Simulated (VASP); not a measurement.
# CsCl (Pm-3m) in VASP: notebook

Aim: see how the results for CsCl move with the level of theory and the settings. Levels: PBEsol, PBE. Tasks: single point.

Program: VASP 6.6.1. These are calculated values, not measurements. Logs are shortened: lines on timing, memory, paths and dates and some standing lists are left out, and cuts for length are marked.

## (1) The cell of the first run

The structure is cubic, space group Pm-3m (No. 221). The conventional cell has a = 4.141 Å, b = 4.141 Å, c = 4.141 Å, α = 90.00°, β = 90.00°, γ = 90.00°. Cs (site symmetry m-3m) has 8 Cl at 3.59 Å and 6 Cs at 4.14 Å within 4.7 Å. Within 4.7 Å of Cl (site symmetry m-3m) lie 8 Cs at 3.59 Å and 6 Cl at 4.14 Å.

## (2) Single point, PBEsol

INCAR reads:

```
PREC     = Accurate       # precision mode
ENCUT    = 500            # plane-wave cutoff, eV
EDIFF    = 1E-6           # SCF threshold, eV
ISMEAR   = 0              # smearing method
SIGMA    = 0.01           # smearing width, eV
LREAL    = False          # projectors in reciprocal space
LASPH    = True           # aspherical terms in the spheres
NELM     = 120            # most SCF steps
ALGO     = Normal         # electronic algorithm
ISIF     = 2              # what is computed and relaxed
LWAVE    = False          # write WAVECAR
LCHARG   = False          # write CHGCAR
GGA      = PS             # functional
NBANDS   = 15             # bands
GGA_COMPAT= False
```

KPOINTS reads:

```
Automatic mesh
0
Gamma
  4 4 4
```

POSCAR reads:

```
CsCl
1.0
    4.1406758997      0.0000000000      0.0000000000
    0.0000000000      4.1406758997      0.0000000000
    0.0000000000      0.0000000000      4.1406758997
Cs Cl
1 1
Direct
    0.0000000000      0.0000000000      0.0000000000
    0.5000000000      0.5000000000      0.5000000000
```

Potentials or basis: VASP PAW PBE potentials, release 64 (Cs_sv, Cl).

On the command line:

```sh
cat potpaw_PBE.64/Cs_sv/POTCAR potpaw_PBE.64/Cl/POTCAR > POTCAR
mpirun -np 1 vasp_std > vasp.out
```

OUTCAR:

```text
PREC = Accurate
   ENCUT = 500
   EDIFF = 1E-6
   ISMEAR = 0
   LREAL = False
   LASPH = True
   NELM = 120
   ISIF = 2
   GGA = PS

 ion  position               nearest neighbor table
   1  0.000  0.000  0.000-
   2  0.500  0.500  0.500-

  LATTYP: Found a simple cubic cell.
 ALAT       =     4.1406758997

  Lattice vectors:

 A1 = (   4.1406758997,   0.0000000000,   0.0000000000)
 A2 = (   0.0000000000,   4.1406758997,   0.0000000000)
 A3 = (   0.0000000000,   0.0000000000,   4.1406758997)

Analysis of symmetry for initial positions (statically):
=====================================================================
 Subroutine PRICEL returns:
 Original cell was already a primitive cell.

 Routine SETGRP: Setting up the symmetry group for a
 simple cubic supercell.

 Subroutine GETGRP returns: Found 48 space group operations
 (whereof 48 operations were pure point group operations)
 out of a pool of 48 trial point group operations.

The static configuration has the point symmetry O_h .

Analysis of symmetry for dynamics (positions and initial velocities):
=====================================================================
 Subroutine PRICEL returns:
 Original cell was already a primitive cell.

 Routine SETGRP: Setting up the symmetry group for a
 simple cubic supercell.

 Subroutine GETGRP returns: Found 48 space group operations
 (whereof 48 operations were pure point group operations)
 out of a pool of 48 trial point group operations.

The dynamic configuration has the point symmetry O_h .

 Subroutine INISYM returns: Found 48 space group operations
 (whereof 48 operations are pure point group operations),
 and found     1 'primitive' translations

----------------------------------------------------------------------------------------

                                     Primitive cell

  volume of cell :      70.9927

  direct lattice vectors                    reciprocal lattice vectors
     4.140675900  0.000000000  0.000000000     0.241506465  0.000000000  0.000000000
     0.000000000  4.140675900  0.000000000     0.000000000  0.241506465  0.000000000
     0.000000000  0.000000000  4.140675900     0.000000000  0.000000000  0.241506465

  length of vectors
     4.140675900  4.140675900  4.140675900     0.241506465  0.241506465  0.241506465

  position of ions in fractional coordinates (direct lattice)
     0.000000000  0.000000000  0.000000000
     0.500000000  0.500000000  0.500000000

  ion indices of the primitive-cell ions
   primitive index   ion index
                 1           1
                 2           2

----------------------------------------------------------------------------------------

 KPOINTS: Automatic mesh

Automatic generation of k-mesh.
 Grid dimensions read from file:
 generate k-points for:    4    4    4

 Generating k-lattice:

  Cartesian coordinates                     Fractional coordinates (reciprocal lattice)
     0.060376616  0.000000000  0.000000000     0.250000000  0.000000000  0.000000000
     0.000000000  0.060376616  0.000000000     0.000000000  0.250000000  0.000000000
     0.000000000  0.000000000  0.060376616     0.000000000  0.000000000  0.250000000

  Length of vectors
     0.060376616  0.060376616  0.060376616

  Shift w.r.t. Gamma in fractional coordinates (k-lattice)
     0.000000000  0.000000000  0.000000000

 Subroutine IBZKPT returns following result:
 ===========================================

 Found     10 irreducible k-points:

 Following reciprocal coordinates:
            Coordinates               Weight
  0.000000  0.000000  0.000000      1.000000
  0.250000  0.000000  0.000000      6.000000
  0.500000  0.000000  0.000000      3.000000
  0.250000  0.250000  0.000000     12.000000
  0.500000  0.250000  0.000000     12.000000
  0.500000  0.500000  0.000000      3.000000
  0.250000  0.250000  0.250000      8.000000
  0.500000  0.250000  0.250000     12.000000
  0.500000  0.500000  0.250000      6.000000
  0.500000  0.500000  0.500000      1.000000
   k-points           NKPTS =     10   k-points in BZ     NKDIM =     10   number of bands    NBANDS=     15
   number of dos      NEDOS =    301   number of ions     NIONS =      2
   total plane-waves  NPLWV =  27000
   dimension x,y,z NGX =    30 NGY =   30 NGZ =   30
   dimension x,y,z NGXF=    60 NGYF=   60 NGZF=   60
   ions per type =               1   1
   NGX,Y,Z   is equivalent  to a cutoff of  12.04, 12.04, 12.04 a.u.
   NGXF,Y,Z  is equivalent  to a cutoff of  24.09, 24.09, 24.09 a.u.
 SYSTEM =  unknown system
   PREC   = accura    normal or accurate (medium, high low for compatibility)
   ISTART =      0    job   : 0-new  1-cont  2-samecut
   ICHARG =      2    charge: 1-file 2-atom 10-const
   ISPIN  =      1    spin polarized calculation?
   LNONCOLLINEAR =      F non collinear calculations
   LSORBIT =      F    spin-orbit coupling
   LASPH  =      T    aspherical Exc in radial PAW
   ENCUT  =  500.0 eV  36.75 Ry    6.06 a.u.   7.55  7.55  7.55*2*pi/ulx,y,z
   NELM   =    120;   NELMIN=  2; NELMDL= -5     # of ELM steps
   EDIFF  = 0.1E-05   stopping-criterion for ELM
   LREAL  =      F    real-space projection
   EDIFFG = 0.1E-04   stopping-criterion for IOM
   NSW    =      0    number of steps for IOM
   IBRION =     -1    ionic relax: 0-MD 1-quasi-New 2-CG
   NFREE  =      0    steps in history (QN), initial steepest desc. (CG)
   ISIF   =      2    stress and relaxation
   ISYM   =      2    0-nonsym 1-usesym 2-fastsym
   POTIM  = 0.5000    time-step for ionic-motion
   TEBEG  =    0.0;   TEEND  =   0.0 temperature during run
   PSTRESS=    0.0 pullay stress
   NELECT =      16.0000    total number of electrons
   NUPDOWN=      -1.0000    fix difference up-down
   EMIN   =  10.00;   EMAX   =-10.00  energy-range for DOS
   EFERMI =   0.00;   METHOD = LEGACY
   ISMEAR =     0;   SIGMA  =   0.01  broadening in eV -4-tet -1-fermi 0-gaus
   EFERMI_NEDOS =   21; number of points for ismear=-14 and -15
   IALGO  =     38    algorithm
   IMIX   =      4    mixing-type and parameters
     AMIX     =   0.40;   BMIX     =  1.00
     AMIX_MAG =   1.60;   BMIX_MAG =  1.00
  volume/ion in A,a.u.               =      35.50       239.54
  Fermi-wavevector in a.u.,A,eV,Ry     =   0.996270  1.882677 13.504508  0.992553
  Thomas-Fermi vector in A             =   2.128347
   LORBIT       =      0    0 simple, 1 ext, 2 COOP (PROOUT), +10 PAW based schemes
   GGA     = PS    functional components
   LHFCALC =     F    Hartree Fock is set to
   AEXX    =    0.0000 exact exchange contribution
   IVDW    =     0    specifies the selected vdW correction
   LEPSILON=     F    determine dielectric tensor
   LRPA    =     F    only Hartree local field effects (RPA)
 non-spin polarized calculation
 Gauss-broadening in eV      SIGMA  =   0.01
  energy-cutoff  :      500.00
  volume of cell :       70.99
 maximum number of plane-waves:      1856
   NGX = 15   NGY = 15   NGZ = 15

 number of electron      15.9999997 magnetization

 Free energy of the ion-electron system (eV)
  ---------------------------------------------------
  ext. energy  EPLUGINS =         0.00000000
  ---------------------------------------------------
  free energy    TOTEN  =        -6.83601997 eV

  energy without entropy =       -6.83601997  energy(sigma->0) =       -6.83601997

 E-fermi :  -0.4049     XC(G=0):  -8.4133

 val. band max:       -0.4771259417   @ k =   0.0000   0.0000   0.0000
 cond. band min:       4.5145127501   @ k =   0.0000   0.0000   0.0000
 fundamental gap:      4.9916386918
 Fermi energy:        -0.4048751827

 k-point     1 :       0.0000    0.0000    0.0000
  band No.  band energies     occupation
      1     -19.8660      2.00000
      2     -12.6136      2.00000
      3      -6.3438      2.00000
      4      -6.3438      2.00000
      5      -6.3438      2.00000
      6      -0.4771      2.00000
      7      -0.4771      2.00000
      8      -0.4771      2.00000
      9       4.5145      0.00000
     10       4.7997      0.00000
     11       4.7997      0.00000
     12       9.4752      0.00000
     13       9.4752      0.00000
     14       9.4752      0.00000
     15      12.6087      0.00000

 k-point     2 :       0.2500    0.0000    0.0000
  band No.  band energies     occupation
      1     -19.8269      2.00000
      2     -12.6327      2.00000
      3      -6.6278      2.00000
      4      -6.2754      2.00000
      5      -6.2754      2.00000
      6      -1.1392      2.00000
      7      -0.5904      2.00000
      8      -0.5904      2.00000
      9       5.2020      0.00000
     10       5.7176      0.00000
     11       6.2075      0.00000
     12       9.0869      0.00000
     13       9.0869      0.00000
     14       9.8113      0.00000
     15      10.2048      0.00000

 k-point     3 :       0.5000    0.0000    0.0000
  band No.  band energies     occupation
      1     -19.7870      2.00000
      2     -12.6556      2.00000
      3      -6.8722      2.00000
      4      -6.2040      2.00000
      5      -6.2040      2.00000
      6      -1.6622      2.00000
      7      -0.7101      2.00000
      8      -0.7101      2.00000
      9       5.8287      0.00000
     10       6.9499      0.00000
     11       8.1345      0.00000
     12       8.6182      0.00000
     13       8.9149      0.00000
     14       8.9149      0.00000
     15      10.2869      0.00000

 k-point     4 :       0.2500    0.2500    0.0000
  band No.  band energies     occupation
      1     -19.7906      2.00000
      2     -12.6114      2.00000
      3      -6.7489      2.00000
      4      -6.5627      2.00000
      5      -6.2191      2.00000
      6      -1.1793      2.00000
      7      -0.7343      2.00000
      8      -0.6032      2.00000
      9       5.6537      0.00000
     10       6.2307      0.00000
     11       6.9747      0.00000
     12       8.2133      0.00000
     13       8.5888      0.00000
     14       9.3233      0.00000
     15      10.7778      0.00000

 k-point     5 :       0.5000    0.2500    0.0000
  band No.  band energies     occupation
      1     -19.7536      2.00000
      2     -12.5921      2.00000
      3      -6.9866      2.00000
      4      -6.6935      2.00000
      5      -6.1610      2.00000
      6      -1.2599      2.00000
      7      -0.8314      2.00000
      8      -0.6217      2.00000
      9       5.8082      0.00000
     10       6.3041      0.00000
     11       7.9171      0.00000
     12       8.0486      0.00000
     13       8.2966      0.00000
     14       9.6837      0.00000
     15      11.1566      0.00000

 k-point     6 :       0.5000    0.5000    0.0000
  band No.  band energies     occupation
      1     -19.7195      2.00000
      2     -12.5259      2.00000
      3      -7.1079      2.00000
      4      -7.1079      2.00000
      5      -6.1170      2.00000
      6      -0.9116      2.00000
      7      -0.9116      2.00000
      8      -0.5280      2.00000
      9       5.3187      0.00000
     10       5.3925      0.00000
     11       7.4012      0.00000
     12       7.4012      0.00000
     13      11.1635      0.00000
     14      11.1635      0.00000
     15      11.6996      0.00000

 k-point     7 :       0.2500    0.2500    0.2500
  band No.  band energies     occupation
      1     -19.7561      2.00000
      2     -12.5757      2.00000
      3      -6.6556      2.00000
      4      -6.6556      2.00000
      5      -6.5811      2.00000
      6      -0.9508      2.00000
      7      -0.9508      2.00000
      8      -0.9383      2.00000
      9       6.9178      0.00000
     10       7.1315      0.00000
     11       7.1315      0.00000
     12       7.7573      0.00000
     13       7.9009      0.00000
     14       7.9009      0.00000
     15      12.7732      0.00000

 k-point     8 :       0.5000    0.2500    0.2500
  band No.  band energies     occupation
      1     -19.7210      2.00000
      2     -12.5401      2.00000
      3      -6.9871      2.00000
      4      -6.6559      2.00000
      5      -6.5561      2.00000
      6      -1.2203      2.00000
      7      -1.1741      2.00000
      8      -0.7455      2.00000
      9       6.5027      0.00000
     10       7.0430      0.00000
     11       7.2984      0.00000
     12       7.7881      0.00000
     13       8.4646      0.00000
     14      10.0129      0.00000
     15      12.2689      0.00000

 k-point     9 :       0.5000    0.5000    0.2500
  band No.  band energies     occupation
      1     -19.6880      2.00000
      2     -12.4864      2.00000
      3      -6.9944      2.00000
      4      -6.9944      2.00000
      5      -6.5151      2.00000
      6      -1.2457      2.00000
      7      -1.2457      2.00000
      8      -1.1086      2.00000
      9       6.5981      0.00000
     10       6.9834      0.00000
     11       7.5597      0.00000
     12       7.5597      0.00000
     13      10.5497      0.00000
     14      10.5497      0.00000
     15      11.8094      0.00000

 k-point    10 :       0.5000    0.5000    0.5000
  band No.  band energies     occupation
      1     -19.6560      2.00000
      2     -12.4461      2.00000
      3      -6.8713      2.00000
      4      -6.8713      2.00000
      5      -6.8713      2.00000
      6      -1.5775      2.00000
      7      -1.5775      2.00000
      8      -1.5775      2.00000
      9       7.8795      0.00000
     10       7.8795      0.00000
     11       7.8795      0.00000
     12       9.8143      0.00000
     13       9.8143      0.00000
     14       9.8143      0.00000
     15      11.9269      0.00000

------------------------ aborting loop because EDIFF is reached ----------------------------------------

  FORCE on cell =-STRESS in cart. coord.  units (eV):
  Direction    XX          YY          ZZ          XY          YZ          ZX
  --------------------------------------------------------------------------------------
  -------------------------------------------------------------------------------------
  Total       -0.3659380     -0.3659380     -0.3659380      0.0000000      0.0000000     -0.0000000
  in kB       -8.2585614     -8.2585614     -8.2585614      0.0000000      0.0000000     -0.0000000
  external PRESSURE =      -8.2585614 kB  Pullay stress =       0.0000000 kB

 VOLUME and BASIS-vectors are now :
 -----------------------------------------------------------------------------
  energy-cutoff  :      500.00
  volume of cell :       70.99
      direct lattice vectors                 reciprocal lattice vectors
     4.140675900  0.000000000  0.000000000     0.241506465  0.000000000  0.000000000
     0.000000000  4.140675900  0.000000000     0.000000000  0.241506465  0.000000000
     0.000000000  0.000000000  4.140675900     0.000000000  0.000000000  0.241506465

 POSITION                                       TOTAL-FORCE (eV/Angst)
 -----------------------------------------------------------------------------------
      0.00000      0.00000      0.00000         0.000000      0.000000      0.000000
      2.07034      2.07034      2.07034         0.000000      0.000000      0.000000
 -----------------------------------------------------------------------------------
    total drift:                                0.000000      0.000000      0.000000

  FREE ENERGIE OF THE ION-ELECTRON SYSTEM (eV)
  ---------------------------------------------------
  free  energy   TOTEN  =        -6.8360199668 eV

  energy  without entropy=       -6.8360199668  energy(sigma->0) =       -6.83601997
```

Run time: 6.7 s. Hardware: 1 thread of Intel Xeon Platinum 8488C (Sapphire Rapids), shared host; peak memory 0.16 GiB.

What came out:

* Free energy: -6.8360 eV
* Pressure: -0.8 GPa
* Band gap on the k mesh: 4.99 eV

Caveat: the PAW data sets were made with another functional, which shifts forces and pressure a little; spin-orbit coupling is left out, which moves the levels of the heavy elements.

## (3) Single point, PBE

INCAR reads:

```
SYSTEM = CsCl
PREC = Accurate
ENCUT = 500
EDIFF = 1E-6
ISMEAR = -1
SIGMA = 0.001
LREAL = .False.
LASPH = .True.
NELM = 120
ALGO = Normal
ISIF = 2
LWAVE = .False.
LCHARG = .False.
GGA = PE
NBANDS = 15
GGA_COMPAT = .False.
```

KPOINTS reads:

```
Automatic mesh
0
Gamma
  4 4 4
  0 0 0
```

POSCAR is that of step 2.

Potentials or basis: VASP PAW PBE potentials, release 64 (Cs_sv, Cl).

On the command line:

```sh
cat potpaw_PBE.64/Cs_sv/POTCAR potpaw_PBE.64/Cl/POTCAR > POTCAR
mpirun -np 1 vasp_std > vasp.out
```

Wall time 7.2 s (1 thread of Intel Xeon Platinum 8488C (Sapphire Rapids), shared host); peak memory 0.16 GiB.

Results (log left out):

```
Free energy            : -6.5318 eV
Pressure               : 0.8 GPa
Band gap on the k mesh : 5.20 eV
```

Levels at points of the mesh, in eV from the valence-band top:
| k point | band 5 | band 6 | band 7 | band 8 | band 9 | band 10 | band 11 | band 12 |
| --- | --- | --- | --- | --- | --- | --- | --- | --- |
| (0.00, 0.00, 0.00) | -5.90 | 0.00 | 0.00 | 0.00 | 5.20 | 5.41 | 5.41 | 9.98 |
| (0.50, 0.00, 0.00) | -5.76 | -1.14 | -0.23 | -0.23 | 6.41 | 7.55 | 8.80 | 9.27 |
| (0.50, 0.50, 0.00) | -5.68 | -0.42 | -0.42 | -0.05 | 5.94 | 6.01 | 7.96 | 7.96 |
| (0.50, 0.50, 0.50) | -6.41 | -1.06 | -1.06 | -1.06 | 8.44 | 8.44 | 8.44 | 10.45 |

Caveat: spin-orbit coupling is left out, which moves the levels of the heavy elements.
